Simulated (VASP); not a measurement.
# LiGeN (P6_3mc) in VASP: notebook, part 2 of 2

VASP 6.6.1. The steps go on from the part before.

**4. Single point, PBE**

This run uses another cell than the first one, of 12.38 Å³/atom, 1.003 times its volume.

Contents of INCAR:

```
SYSTEM = LiGeN
PREC = Accurate
ENCUT = 520
EDIFF = 1E-6
ISMEAR = 0
SIGMA = 0.02
LREAL = .FALSE.
LASPH = .TRUE.
NELM = 60
ALGO = Normal
ISIF = 2
LWAVE = .FALSE.
LCHARG = .TRUE.
GGA = PE
LELF = .TRUE.
LVHAR = .TRUE.
NBANDS = 31
```

Contents of KPOINTS:

```
regular mesh
0
G
  12 12 4
  0 0 0
```

Contents of POSCAR:

```
LiGeN
1.0
    3.0153703257      0.0000000000      0.0000000000
   -1.5076851629      2.6113873039      0.0000000000
    0.0000000000      0.0000000000      9.4299282222
Li Ge N
2 2 2
Direct
    0.6666666667      0.3333333333      0.7416379126
    0.3333333333      0.6666666667      0.2416379126
    0.0000000000      0.0000000000      0.4985953416
    0.0000000000      0.0000000000      0.9985953416
    0.3333333333      0.6666666667      0.6044047659
    0.6666666667      0.3333333333      0.1044047659
```

Potentials or basis: VASP PAW PBE potentials, release 64 (Li_sv, Ge_d, N).

Launch:

```sh
> cat potpaw_PBE.64/Li_sv/POTCAR potpaw_PBE.64/Ge_d/POTCAR potpaw_PBE.64/N/POTCAR > POTCAR
> mpirun -np 1 vasp_std > vasp.out
```

OUTCAR:

```text
SYSTEM = LiGeN
   PREC = Accurate
   ENCUT = 520
   EDIFF = 1E-6
   ISMEAR = 0
   LREAL = .FALSE.
   LASPH = .TRUE.
   NELM = 60
   ISIF = 2
   GGA = PE

 ion  position               nearest neighbor table
   1  0.667  0.333  0.742-   5 2.17   5 2.17   5 2.17
   2  0.333  0.667  0.242-   6 2.17   6 2.17   6 2.17
   3  0.000  0.000  0.499-   5 2.01   5 2.01   5 2.01
   4  0.000  0.000  0.999-   6 2.01   6 2.01   6 2.01
   5  0.333  0.667  0.604-   3 2.01   3 2.01   3 2.01   1 2.17   1 2.17   1 2.17
   6  0.667  0.333  0.104-   4 2.01   4 2.01   4 2.01   2 2.17   2 2.17   2 2.17

  LATTYP: Found a hexagonal cell.
 ALAT       =     3.0153703257
 C/A-ratio  =     3.1272869345

  Lattice vectors:

 A1 = (   3.0153703257,   0.0000000000,   0.0000000000)
 A2 = (  -1.5076851629,   2.6113873039,   0.0000000000)
 A3 = (   0.0000000000,   0.0000000000,   9.4299282222)

Analysis of symmetry for initial positions (statically):
=====================================================================
 Subroutine PRICEL returns:
 Original cell was already a primitive cell.

 Routine SETGRP: Setting up the symmetry group for a
 hexagonal supercell.

 Subroutine GETGRP returns: Found 12 space group operations
 (whereof  6 operations were pure point group operations)
 out of a pool of 24 trial point group operations.

The static configuration has the point symmetry C_3v.
 The point group associated with its full space group is C_6v.

Analysis of symmetry for dynamics (positions and initial velocities):
=====================================================================
 Subroutine PRICEL returns:
 Original cell was already a primitive cell.

 Routine SETGRP: Setting up the symmetry group for a
 hexagonal supercell.

 Subroutine GETGRP returns: Found 12 space group operations
 (whereof  6 operations were pure point group operations)
 out of a pool of 24 trial point group operations.

The dynamic configuration has the point symmetry C_3v.
 The point group associated with its full space group is C_6v.

 Subroutine INISYM returns: Found 12 space group operations
 (whereof  6 operations are pure point group operations),
 and found     1 'primitive' translations

----------------------------------------------------------------------------------------

                                     Primitive cell

  volume of cell :      74.2541

  direct lattice vectors                    reciprocal lattice vectors
     3.015370326  0.000000000  0.000000000     0.331634225  0.191469109  0.000000000
    -1.507685163  2.611387304  0.000000000     0.000000000  0.382938218  0.000000000
     0.000000000  0.000000000  9.429928222     0.000000000  0.000000000  0.106045346

  length of vectors
     3.015370326  3.015370326  9.429928222     0.382938218  0.382938218  0.106045346

  position of ions in fractional coordinates (direct lattice)
     0.666666667  0.333333333  0.741637913
     0.333333333  0.666666667  0.241637913
     0.000000000  0.000000000  0.498595342
     0.000000000  0.000000000  0.998595342
     0.333333333  0.666666667  0.604404766
     0.666666667  0.333333333  0.104404766

  ion indices of the primitive-cell ions
[... 35 lines left out ...]
            Coordinates               Weight
  0.000000  0.000000  0.000000      1.000000
  0.083333  0.000000  0.000000      6.000000
  0.166667 -0.000000  0.000000      6.000000
  0.250000  0.000000  0.000000      6.000000
  0.333333 -0.000000  0.000000      6.000000
  0.416667  0.000000  0.000000      6.000000
[... 16 lines left out ...]
  0.250000  0.000000  0.250000     12.000000
  0.333333 -0.000000  0.250000     12.000000
 [... further k-points ...]
   k-points           NKPTS =     57   k-points in BZ     NKDIM =     57   number of bands    NBANDS=     31
   number of dos      NEDOS =    301   number of ions     NIONS =      6
   total plane-waves  NPLWV =  40320
   dimension x,y,z NGX =    24 NGY =   24 NGZ =   70
   dimension x,y,z NGXF=    48 NGYF=   48 NGZF=  140
   ions per type =               2   2   2
   NGX,Y,Z   is equivalent  to a cutoff of  13.23, 13.23, 12.34 a.u.
   NGXF,Y,Z  is equivalent  to a cutoff of  26.46, 26.46, 24.68 a.u.
 SYSTEM =  LiGeN
   PREC   = accura    normal or accurate (medium, high low for compatibility)
   ISTART =      0    job   : 0-new  1-cont  2-samecut
   ICHARG =      2    charge: 1-file 2-atom 10-const
   ISPIN  =      1    spin polarized calculation?
   LNONCOLLINEAR =      F non collinear calculations
   LSORBIT =      F    spin-orbit coupling
   LASPH  =      T    aspherical Exc in radial PAW
   ENCUT  =  520.0 eV  38.22 Ry    6.18 a.u.   5.61  5.61 17.53*2*pi/ulx,y,z
   NELM   =     60;   NELMIN=  2; NELMDL= -5     # of ELM steps
   EDIFF  = 0.1E-05   stopping-criterion for ELM
   LREAL  =      F    real-space projection
   EDIFFG = 0.1E-04   stopping-criterion for IOM
   NSW    =      0    number of steps for IOM
   IBRION =     -1    ionic relax: 0-MD 1-quasi-New 2-CG
   NFREE  =      0    steps in history (QN), initial steepest desc. (CG)
   ISIF   =      2    stress and relaxation
   ISYM   =      2    0-nonsym 1-usesym 2-fastsym
   POTIM  = 0.5000    time-step for ionic-motion
   TEBEG  =    0.0;   TEEND  =   0.0 temperature during run
   PSTRESS=    0.0 pullay stress
   NELECT =      44.0000    total number of electrons
   NUPDOWN=      -1.0000    fix difference up-down
   EMIN   =  10.00;   EMAX   =-10.00  energy-range for DOS
   EFERMI =   0.00;   METHOD = LEGACY
   ISMEAR =     0;   SIGMA  =   0.02  broadening in eV -4-tet -1-fermi 0-gaus
   EFERMI_NEDOS =   21; number of points for ismear=-14 and -15
   IALGO  =     38    algorithm
   IMIX   =      4    mixing-type and parameters
     AMIX     =   0.40;   BMIX     =  1.00
     AMIX_MAG =   1.60;   BMIX_MAG =  1.00
  volume/ion in A,a.u.               =      12.38        83.52
  Fermi-wavevector in a.u.,A,eV,Ry     =   1.375051  2.598470 25.725440  1.890766
  Thomas-Fermi vector in A             =   2.500422
   LORBIT       =      0    0 simple, 1 ext, 2 COOP (PROOUT), +10 PAW based schemes
   GGA     = PE    functional components
   LHFCALC =     F    Hartree Fock is set to
   AEXX    =    0.0000 exact exchange contribution
   IVDW    =     0    specifies the selected vdW correction
   LEPSILON=     F    determine dielectric tensor
   LRPA    =     F    only Hartree local field effects (RPA)
 non-spin polarized calculation
 Gauss-broadening in eV      SIGMA  =   0.02
  energy-cutoff  :      520.00
  volume of cell :       74.25
 maximum number of plane-waves:      2040
 NGX is ok and might be reduce to    24
   NGX = 11   NGY = 11   NGZ = 35

 number of electron      44.0000016 magnetization

 Free energy of the ion-electron system (eV)
  ---------------------------------------------------
  ext. energy  EPLUGINS =         0.00000000
  ---------------------------------------------------
  free energy    TOTEN  =       -31.36859574 eV

  energy without entropy =      -31.36859574  energy(sigma->0) =      -31.36859574

 E-fermi :   4.6958     XC(G=0): -10.3882

 val. band max:        4.5898567350   @ k =   0.2500   0.0000   0.0000
 cond. band min:       6.0491376030   @ k =   0.5000   0.0000   0.0000
 fundamental gap:      1.4592808680
 Fermi energy:         4.6958069739

 k-point     1 :       0.0000    0.0000    0.0000
  band No.  band energies     occupation
      1     -40.6151      2.00000
      2     -40.6150      2.00000
      3     -19.4170      2.00000
      4     -19.4170      2.00000
      5     -19.4170      2.00000
      6     -19.4170      2.00000
[... 805 lines left out ...]
     30      12.8696      0.00000
     31      14.7294      0.00000

 [... further k-points ...]

------------------------ aborting loop because EDIFF is reached ----------------------------------------

  FORCE on cell =-STRESS in cart. coord.  units (eV):
  Direction    XX          YY          ZZ          XY          YZ          ZX
  --------------------------------------------------------------------------------------
  -------------------------------------------------------------------------------------
  Total       -0.0230592     -0.0230592     -0.0051255      0.0000000     -0.0000000      0.0000000
  in kB       -0.4975479     -0.4975479     -0.1105931      0.0000000     -0.0000000      0.0000000
  external PRESSURE =      -0.3685630 kB  Pullay stress =       0.0000000 kB

 VOLUME and BASIS-vectors are now :
 -----------------------------------------------------------------------------
  energy-cutoff  :      520.00
  volume of cell :       74.25
      direct lattice vectors                 reciprocal lattice vectors
     3.015370326  0.000000000  0.000000000     0.331634225  0.191469109  0.000000000
    -1.507685163  2.611387304  0.000000000     0.000000000  0.382938218  0.000000000
     0.000000000  0.000000000  9.429928222     0.000000000  0.000000000  0.106045346

 POSITION                                       TOTAL-FORCE (eV/Angst)
 -----------------------------------------------------------------------------------
      1.50769      0.87046      6.99359         0.000000     -0.000000      0.004819
     -0.00000      1.74092      2.27863         0.000000     -0.000000      0.004819
      0.00000      0.00000      4.70172        -0.000000     -0.000000     -0.020649
      0.00000      0.00000      9.41668         0.000000      0.000000     -0.020649
     -0.00000      1.74092      5.69949         0.000000     -0.000000      0.015830
      1.50769      0.87046      0.98453         0.000000     -0.000000      0.015830
 -----------------------------------------------------------------------------------
    total drift:                                0.000000      0.000001     -0.001672

  FREE ENERGIE OF THE ION-ELECTRON SYSTEM (eV)
  ---------------------------------------------------
  free  energy   TOTEN  =       -31.3685957383 eV

  energy  without entropy=      -31.3685957383  energy(sigma->0) =      -31.36859574
```

Wall time 89 s (1 thread of Intel Xeon 6975P-C (Granite Rapids), shared host); peak memory 0.25 GiB.

Results:

```
Free energy            : -31.3686 eV
Largest force          : 0.021 eV/Å
Band gap on the k mesh : 1.46 eV, indirect (least direct gap 2.44 eV)
```

Forces in eV/Å, atoms in the order of the input:
```
Li   0.000  0.000  0.005
Li   0.000  0.000  0.005
Ge   0.000  0.000 -0.021
Ge   0.000  0.000 -0.021
N    0.000  0.000  0.016
N    0.000  0.000  0.016
```

Levels at points of the mesh, in eV from the valence-band top:
| k point | band 19 | band 20 | band 21 | band 22 | band 23 | band 24 | band 25 | band 26 |
| --- | --- | --- | --- | --- | --- | --- | --- | --- |
| (0.00, 0.00, 0.00) | -1.11 | -1.11 | -1.11 | -0.27 | 2.54 | 3.49 | 7.12 | 7.57 |
| (0.50, 0.00, 0.00) | -2.70 | -2.65 | -1.13 | -0.98 | 1.46 | 2.15 | 5.00 | 5.14 |
| (0.00, 0.00, 0.50) | -1.11 | -1.11 | -1.11 | -1.11 | 3.16 | 3.16 | 7.34 | 7.34 |
| (0.50, 0.00, 0.50) | -2.68 | -2.68 | -1.13 | -1.13 | 1.89 | 1.89 | 5.18 | 5.18 |

Caveat: the cutoff is under 1.25 times the usual one of these potentials, so pressure, stress and relaxed cells hold a basis-set (Pulay) error. A k mesh can miss the band edges.

**5. Overview**

```tsv
cell	k mesh	smearing	gap on the mesh (eV)	largest force (eV/Å)
a = 3.012, b = 3.012, c = 9.419 Å, angles 90.0, 90.0, 120.0°, 6 atoms	6 × 6 × 2	gaussian 0.1 eV	1.47	0.08
a = 3.015, b = 3.015, c = 18.860 Å, angles 90.0, 90.0, 120.0°, 12 atoms	6 × 6 × 1	gaussian 0.1 eV	1.47	0.01
a = 3.015, b = 3.015, c = 9.430 Å, angles 90.0, 90.0, 120.0°, 6 atoms	12 × 12 × 4	gaussian 0.02 eV	1.46	0.02
```

Alike in all rows: task single point; level PBE; potentials or basis VASP PAW PBE potentials, release 64 (Li_sv, Ge_d, N); no spin polarisation; cutoff (eV) 520.

Caveats: the cutoff is under 1.25 times the usual one of these potentials, so pressure, stress and relaxed cells hold a basis-set (Pulay) error.

Absolute energies hang on the potentials; compare differences alone.
